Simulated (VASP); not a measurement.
# Ta (I4/mmm) in VASP: a series of runs

The runs below take Ta through single point, with PBEsol.

Program: VASP 6.6.1. These are calculated values, not measurements. Logs are shortened: lines on timing, memory, paths and dates and some standing lists are left out, and cuts for length are marked.

### 1 The cell of the first run

Symmetry: I4/mmm, No. 139, tetragonal system. The conventional cell has a = 3.303 Å, b = 3.303 Å, c = 3.798 Å, α = 90.00°, β = 90.00°, γ = 90.00°. Within 4.0 Å of Ta (site symmetry 4/mmm) lie 14 Ta at 3.01 to 3.80 Å.

### 2 Single point, PBEsol (strain +0.1500 x Voigt [0, 0, 1, 0, 0, 0])

INCAR

```
  PREC = Accurate
  ENCUT = 520
  EDIFF = 1E-7
  ISMEAR = 0
  SIGMA = 0.15
  LREAL = False
  LASPH = True
  NELM = 60
  ALGO = Fast
  ISIF = 2
  LWAVE = False
  LCHARG = False
  GGA = PS
  NBANDS = 12
```

KPOINTS

```
Automatic mesh
0
Gamma
  20 20 20
```

POSCAR

```
Ta
1.0
   -1.6512800000      1.6512800000      1.8989720000
    1.6512800000     -1.6512800000      1.8989720000
    1.6512800000      1.6512800000     -1.8989720000
Ta
1
Direct
    0.0000000000      0.0000000000      0.0000000000
```

Potentials or basis: VASP PAW PBE potentials, release 64 (Ta_pv).

Run with:

```sh
$ cat potpaw_PBE.64/Ta_pv/POTCAR > POTCAR
$ mpirun -np 1 vasp_std > vasp.out
```

OUTCAR:

```text
PREC = Accurate
   ENCUT = 520
   EDIFF = 1E-7
   ISMEAR = 0
   LREAL = False
   LASPH = True
   NELM = 60
   ISIF = 2
   GGA = PS

 ion  position               nearest neighbor table
   1  0.000  0.000  0.000-

  LATTYP: Found a body centered tetragonal cell.
 ALAT       =     3.3025600000
 C/A-ratio  =     1.1500000000

  Lattice vectors:

 A1 = (  -1.6512800000,   1.6512800000,   1.8989720000)
 A2 = (   1.6512800000,  -1.6512800000,   1.8989720000)
 A3 = (   1.6512800000,   1.6512800000,  -1.8989720000)

Analysis of symmetry for initial positions (statically):
=====================================================================
 Subroutine PRICEL returns:
 Original cell was already a primitive cell.

 Routine SETGRP: Setting up the symmetry group for a
 body centered tetragonal supercell.

 Subroutine GETGRP returns: Found 16 space group operations
 (whereof 16 operations were pure point group operations)
 out of a pool of 16 trial point group operations.

The static configuration has the point symmetry D_4h.

Analysis of symmetry for dynamics (positions and initial velocities):
=====================================================================
 Subroutine PRICEL returns:
 Original cell was already a primitive cell.

 Routine SETGRP: Setting up the symmetry group for a
 body centered tetragonal supercell.

 Subroutine GETGRP returns: Found 16 space group operations
 (whereof 16 operations were pure point group operations)
 out of a pool of 16 trial point group operations.

The dynamic configuration has the point symmetry D_4h.

 Subroutine INISYM returns: Found 16 space group operations
 (whereof 16 operations are pure point group operations),
 and found     1 'primitive' translations

----------------------------------------------------------------------------------------

                                     Primitive cell

  volume of cell :      20.7119

  direct lattice vectors                    reciprocal lattice vectors
    -1.651280000  1.651280000  1.898972000     0.000000000  0.302795407  0.263300354
     1.651280000 -1.651280000  1.898972000     0.302795407  0.000000000  0.263300354
     1.651280000  1.651280000 -1.898972000     0.302795407  0.302795407  0.000000000

  length of vectors
     3.009907961  3.009907961  3.009907961     0.401263174  0.401263174  0.428217371

  position of ions in fractional coordinates (direct lattice)
     0.000000000  0.000000000  0.000000000

  ion indices of the primitive-cell ions
[... 82 lines left out ...]
   POTIM  = 0.5000    time-step for ionic-motion
   TEBEG  =    0.0;   TEEND  =   0.0 temperature during run
   PSTRESS=    0.0 pullay stress
   NELECT =      11.0000    total number of electrons
   NUPDOWN=      -1.0000    fix difference up-down
   EMIN   =  10.00;   EMAX   =-10.00  energy-range for DOS
   EFERMI =   0.00;   METHOD = LEGACY
   ISMEAR =     0;   SIGMA  =   0.15  broadening in eV -4-tet -1-fermi 0-gaus
   EFERMI_NEDOS =   21; number of points for ismear=-14 and -15
   IALGO  =     68    algorithm
   IMIX   =      4    mixing-type and parameters
     AMIX     =   0.40;   BMIX     =  1.00
     AMIX_MAG =   1.60;   BMIX_MAG =  1.00
  volume/ion in A,a.u.               =      20.71       139.77
  Fermi-wavevector in a.u.,A,eV,Ry     =   1.325762  2.505328 23.914228  1.757646
  Thomas-Fermi vector in A             =   2.455199
   LORBIT       =      0    0 simple, 1 ext, 2 COOP (PROOUT), +10 PAW based schemes
   GGA     = PS    functional components
   LHFCALC =     F    Hartree Fock is set to
   AEXX    =    0.0000 exact exchange contribution
   IVDW    =     0    specifies the selected vdW correction
   LEPSILON=     F    determine dielectric tensor
   LRPA    =     F    only Hartree local field effects (RPA)
 non-spin polarized calculation
 RMM-DIIS sequential band-by-band and
 Gauss-broadening in eV      SIGMA  =   0.15
  energy-cutoff  :      520.00
  volume of cell :       20.71
 maximum number of plane-waves:       575
   NGX = 11   NGY = 11   NGZ = 11

 number of electron      10.9999999 magnetization

 Free energy of the ion-electron system (eV)
  ---------------------------------------------------
  ext. energy  EPLUGINS =         0.00000000
  ---------------------------------------------------
  free energy    TOTEN  =       -12.24584075 eV

  energy without entropy =      -12.22869374  energy(sigma->0) =      -12.23726725

 E-fermi :   4.3404     XC(G=0): -12.0293

 val. band max:        4.3354829540   @ k =   0.1500   0.0500   0.0000
 cond. band min:       4.3445432425   @ k =  -0.4500   0.3000   0.0500
 fundamental gap:      0.0090602884
 Fermi energy:         4.3404386267

 k-point     1 :       0.0000    0.0000    0.0000
  band No.  band energies     occupation
      1     -29.3366      2.00000
      2     -29.3223      2.00000
      3     -29.3223      2.00000
      4      -3.1206      2.00000
      5       4.6687      0.00197
      6       4.6687      0.00197
      7       5.9958      0.00000
      8       6.6836      0.00000
      9       8.3698      0.00000
     10      17.4411      0.00000
     11      19.5198      0.00000
     12      19.5198      0.00000
[... 331 lines left out ...]
 k-point    24 :      -0.3500    0.0500   -0.0000
  band No.  band energies     occupation
      1     -29.8802      2.00000
      2     -29.4718      2.00000
      3     -29.3474      2.00000
      4      -0.2024      2.00000
      5       3.9893      1.99907
      6       4.0239      1.99716
      7       6.5472      0.00000
      8       8.3127      0.00000
      9       8.5867      0.00000
     10      15.9930      0.00000
     11      17.6779      0.00000
     12      18.4206      0.00000

 [... further k-points ...]

------------------------ aborting loop because EDIFF is reached ----------------------------------------

  FORCE on cell =-STRESS in cart. coord.  units (eV):
  Direction    XX          YY          ZZ          XY          YZ          ZX
  --------------------------------------------------------------------------------------
  -------------------------------------------------------------------------------------
  Total       -2.6582178     -2.6582178     -3.6892201      0.0000000      0.0000000      0.0000000
  in kB     -205.6274777   -205.6274777   -285.3810673      0.0000000      0.0000000      0.0000000
  external PRESSURE =    -232.2120076 kB  Pullay stress =       0.0000000 kB

 VOLUME and BASIS-vectors are now :
 -----------------------------------------------------------------------------
  energy-cutoff  :      520.00
  volume of cell :       20.71
      direct lattice vectors                 reciprocal lattice vectors
    -1.651280000  1.651280000  1.898972000     0.000000000  0.302795407  0.263300354
     1.651280000 -1.651280000  1.898972000     0.302795407  0.000000000  0.263300354
     1.651280000  1.651280000 -1.898972000     0.302795407  0.302795407  0.000000000

 POSITION                                       TOTAL-FORCE (eV/Angst)
 -----------------------------------------------------------------------------------
      0.00000      0.00000      0.00000         0.000000      0.000000      0.000000
 -----------------------------------------------------------------------------------
    total drift:                               -0.000000      0.000000      0.000000

  FREE ENERGIE OF THE ION-ELECTRON SYSTEM (eV)
  ---------------------------------------------------
  free  energy   TOTEN  =       -12.2458407500 eV

  energy  without entropy=      -12.2286937442  energy(sigma->0) =      -12.23726725
```

stdout:

```text
POSCAR found type information on POSCAR Ta
 POSCAR found :  1 types and       1 ions
 scaLAPACK will be used
 -----------------------------------------------------------------------------
|                                                                             |
|                                                                             |
|     You enforced a specific xc type in the INCAR file but a different       |
|     I HOPE YOU KNOW WHAT YOU ARE DOING!                                     |
|                                                                             |
 -----------------------------------------------------------------------------

 LDA part: xc-table for (Slater+PW92), standard interpolation
 POSCAR, INCAR and KPOINTS ok, starting setup
 FFT: planning ... GRIDC
 FFT: planning ... GRID_SOFT
 FFT: planning ... GRID
 WAVECAR not read
 entering main loop
WARNING in EDDRMM: call to ZHEGV failed, returncode =   8  4     11
WARNING in EDDRMM: call to ZHEGV failed, returncode =   8  4     12
WARNING in EDDRMM: call to ZHEGV failed, returncode =   8  4     12
WARNING in EDDRMM: call to ZHEGV failed, returncode =   8  4     10
```

Wall time 48 s (1 thread of Intel Xeon 6975P-C (Granite Rapids), shared host); peak memory 0.26 GiB.

What came out:

- Free energy: -12.2458 eV
- Pressure: -23.2 GPa
- Band gap on the k mesh: zero (an odd number of electrons rules out a gap without spin polarisation)

Caveat: the cell differs from its parent crystal (strain +0.1500 x Voigt [0, 0, 1, 0, 0, 0]); the cell stands under tension; the PAW data sets were made with another functional, which shifts forces and pressure a little; spin-orbit coupling is left out, which moves the levels of the heavy elements.

### 3 Single point, PBEsol (strain -0.1500 x Voigt [0, 0, 1, 0, 0, 0])

INCAR

```
  ALGO = Normal
  EDIFF = 1E-6
  ENCUT = 520
  GGA = PS
  ISIF = 2
  ISMEAR = 0
  LASPH = T
  LCHARG = T
  LELF = T
  LREAL = F
  LVHAR = T
  LWAVE = F
  NBANDS = 12
  NELM = 100
  PREC = Accurate
  SIGMA = 0.15
```

KPOINTS

```
k-points
0
Gamma
  20 20 20
```

POSCAR

```
Ta
1.0
   -1.6512800000      1.6512800000      1.4035880000
    1.6512800000     -1.6512800000      1.4035880000
    1.6512800000      1.6512800000     -1.4035880000
Ta
1
Direct
    0.0000000000      0.0000000000      0.0000000000
```

Potentials or basis: VASP PAW PBE potentials, release 64 (Ta_pv).

Run with:

```sh
$ cat potpaw_PBE.64/Ta_pv/POTCAR > POTCAR
$ mpirun -np 1 vasp_std > vasp.out
```

Run time: 28 s. Hardware: 1 thread of Intel Xeon 6975P-C (Granite Rapids), shared host; peak memory 0.22 GiB.

It converged, with:

```yaml
Free_energy: -12.1694 eV
Pressure: 42.5 GPa
Band_gap_on_the_k_mesh: zero (an odd number of electrons rules out a gap without spin polarisation)
```

Stress tensor (GPa, compression positive):
```
34.01  0.00  0.00
 0.00 34.01  0.00
 0.00  0.00 59.59
```

Levels at points of the mesh, in eV from the Fermi level:
```tsv
k point	band 2	band 3	band 4	band 5	band 6	band 7	band 8	band 9
(0.00, 0.00, 0.00)	-32.63	-32.49	-8.73	-1.06	1.68	1.68	2.21	5.93
(0.50, 0.00, 0.00)	-33.26	-32.80	-5.41	-3.04	2.95	4.09	7.74	8.98
(0.50, 0.50, 0.00)	-32.93	-32.53	-5.37	-0.30	1.41	2.02	4.43	8.94
(0.50, 0.50, 0.50)	-34.11	-33.42	-5.37	-4.85	7.91	7.91	8.67	8.71
```

Caveat: the cell differs from its parent crystal (strain -0.1500 x Voigt [0, 0, 1, 0, 0, 0]); the cell stands under pressure; the PAW data sets were made with another functional, which shifts forces and pressure a little; spin-orbit coupling is left out, which moves the levels of the heavy elements.

(Part 1 of 2 ends here.)
